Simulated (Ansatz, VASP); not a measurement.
## NbN in VASP and in Ansatz

```
CELL_PARAMETERS angstrom
0.00000 2.19088 2.19088
2.19088 0.00000 2.19088
2.19088 2.19088 0.00000
ATOMIC_POSITIONS crystal
Nb 0.50000 0.50000 0.50000
N 0.00000 0.00000 0.00000
```

Alike in both runs: functional PBEsol; k mesh 8 × 8 × 8; occupations gaussian, width 0.1 eV; no spin polarisation.

Ansatz relaxed the structure, and its values are those at the end. VASP's run is a single point on that final structure, the one shown.

|  | VASP | Ansatz |
| --- | --- | --- |
| version | VASP 6.6.1 | Ansatz 0.2.0 |
| potentials or method | VASP PAW PBE potentials, release 64 (Nb_sv, N), cutoff 600 eV | scalar-relativistic, plane waves, PAW |
| valence electrons in the cell | 18 | 18 |

```tsv
	VASP	Ansatz	Ansatz less VASP
gap on the k mesh at the Fermi level (eV)	none	none	-
pressure (GPa)	-0.8	-0.1	+0.65
```

VASP's potentials were made for PBE, not for PBEsol, and Ansatz warns of the same on its side. A gap of «none» marks a metal or a gap that the smearing closes.
